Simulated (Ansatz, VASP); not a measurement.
## Cu: VASP beside Ansatz

```
Cu
1.0
     2.52059    0.00000    0.00000
    -1.26030    2.18290    0.00000
     0.00000    0.00000    4.11652
Cu
2
Direct
  0.33333 0.66667 0.25364
  0.66667 0.33333 0.74636
```

Change from the starting cell: mode 6 (263.3 1/cm) frozen in, largest displacement +0.015 Å.

Alike in both runs: task single point; functional PBEsol; k mesh 30 × 30 × 14; occupations gaussian, width 0.15 eV; no spin polarisation.

|  | VASP | Ansatz |
| --- | --- | --- |
| version | VASP 6.6.1 | Ansatz 0.2.0 |
| potentials or method | VASP PAW PBE potentials, release 64 (Cu), cutoff 520 eV | scalar-relativistic, plane waves, PAW |
| valence electrons in the cell | 22 | 38 |

|  | VASP | Ansatz | Ansatz less VASP |
| --- | --- | --- | --- |
| gap on the k mesh at the Fermi level (eV) | none | none | - |
| pressure (GPa) | 0.7 | 0.1 | -0.61 |
| traceless stress, the component that is largest in VASP (GPa) | 0.69 | 0.70 | +0.012 |
| rms of the force components (eV/Å) | 0.141 | 0.140 | -0.0006 |

VASP's potentials were made for PBE, not for PBEsol. Atom by atom the forces differ by 0.001 eV/Å (rms over components). A gap of «none» marks a metal or a gap that the smearing closes. The functional is the same, so the differences come from potentials, cutoffs and numerics. VASP's potentials hold 22 valence electrons a cell and Ansatz's 38, so a difference there can come from the potentials and not from the codes.
